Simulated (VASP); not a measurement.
Here is a VASP 6.6.1 calculation.

The input INCAR:

```
PREC = Accurate
ENCUT = 520
EDIFF = 1E-7
ISMEAR = 0
SIGMA = 0.02
LREAL = False
LASPH = True
NELM = 60
ALGO = Normal
ISIF = 2
LWAVE = False
LCHARG = False
GGA = PS
NBANDS = 49
```

Contents of KPOINTS:

```
Automatic mesh
0
Gamma
  12 12 2
```

File POSCAR:

```
WS2
1.0
    3.1472785915      0.0000000000      0.0000000000
   -1.5736392957      2.7256232130      0.0000000000
    0.0000000000      0.0000000000     19.1549488428
W S
3 6
Direct
    0.6666666667      0.3333333333      0.3326615702
    0.3333333333      0.6666666667      0.6659949035
    0.0000000000      0.0000000000      0.9993282369
    0.3333333333      0.6666666667      0.2508537506
    0.6666666667      0.3333333333      0.0811180125
    0.0000000000      0.0000000000      0.5841870840
    0.3333333333      0.6666666667      0.4144513458
    0.6666666667      0.3333333333      0.9175204173
    0.0000000000      0.0000000000      0.7477846792
```

Potentials or basis: VASP PAW PBE potentials, release 64 (W_sv, S).

The run is started by

```bash
$ cat potpaw_PBE.64/W_sv/POTCAR potpaw_PBE.64/S/POTCAR > POTCAR
$ mpirun -np 1 vasp_std > vasp.out
```

(1) Estimate the band gap on the k mesh.

(2) Predict the largest force.

(3) What does it give for the pressure?

Answers

(1) 1.17 eV.

(2) 0.022 eV/Å.

(3) 0.1 GPa.

Caveat: the PAW data sets were made with another functional, which shifts forces and pressure a little; spin-orbit coupling is left out, which moves the levels of the heavy elements; this functional lacks dispersion, which binds layers or chains, so the pressure and a relaxed spacing across them are unreliable.
